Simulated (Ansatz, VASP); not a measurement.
## One calculation of Co, two programs

Contents of INCAR:

```
PREC = Accurate
ENCUT = 520
EDIFF = 1E-7
ISMEAR = 0
SIGMA = 0.15
LREAL = F
LASPH = T
NELM = 150
ALGO = Normal
ISIF = 2
LWAVE = F
LCHARG = F
ISPIN = 2
MAGMOM = 1.95 1.95
LORBIT = 11
LMAXMIX = 4
GGA = PE
NBANDS = 20
```

Contents of KPOINTS:

```
Automatic mesh
0
Gamma
  24 24 14
```

The input POSCAR:

```
Co
1.0
    2.4402299644      0.0000000000      0.0000000000
   -1.2201149822      2.1133011403      0.0000000000
    0.0000000000      0.0000000000      4.3593787506
Co
2
Direct
    0.3333333333      0.6666666667      0.2500000000
    0.6666666667      0.3333333333      0.7500000000
```

Input for Ansatz:

```yaml
crystal:
  lattice:
    - [2.4402299644, 0.0, 0.0]
    - [-1.2201149822, 2.1133011403, 0.0]
    - [0.0, 0.0, 4.3593787506]
  atoms:
    - { symbol: Co, position: [0.3333333333, 0.6666666667, 0.25], spin: 1.95 }
    - { symbol: Co, position: [0.6666666667, 0.3333333333, 0.75], spin: 1.95 }
basis:
  ecutwfc: 420
kpoints:
  mp_grid: { grid: [24, 24, 14] }
hamiltonian:
  xc: pbe
scf:
  occupations: { method: gaussian, width: 0.15 }
output:
  forces: true
  stress: true
  eigenvalues: true
  populations: true
magnetization:
  spin_polarized: true
```

Alike in both runs: task single point; functional PBE; k mesh 24 × 24 × 14; occupations gaussian, width 0.15 eV; collinear spin.

|  | VASP | Ansatz |
| --- | --- | --- |
| version | VASP 6.6.1 | Ansatz 0.2.0 |
| potentials or method | VASP PAW PBE potentials, release 64 (Co), cutoff 520 eV | scalar-relativistic, plane waves, PAW |
| valence electrons in the cell | 18 | 34 |

```csv
,VASP,Ansatz,Ansatz less VASP
gap on the k mesh at the Fermi level (eV),none,none,-
pressure (GPa),-4.7,-4.1,+0.63
"traceless stress, the component that is largest in VASP (GPa)",-16.66,-17.05,-0.391
net moment per atom (μB),1.66,1.67,+0.011
size of the moment on the site where the two differ most (μB),1.68,1.74,+0.063
```

Site moments also hang on the region over which each program counts them. A gap of «none» marks a metal or a gap that the smearing closes. VASP's potentials hold 18 valence electrons a cell and Ansatz's 34, so a difference there can come from the potentials and not from the codes.
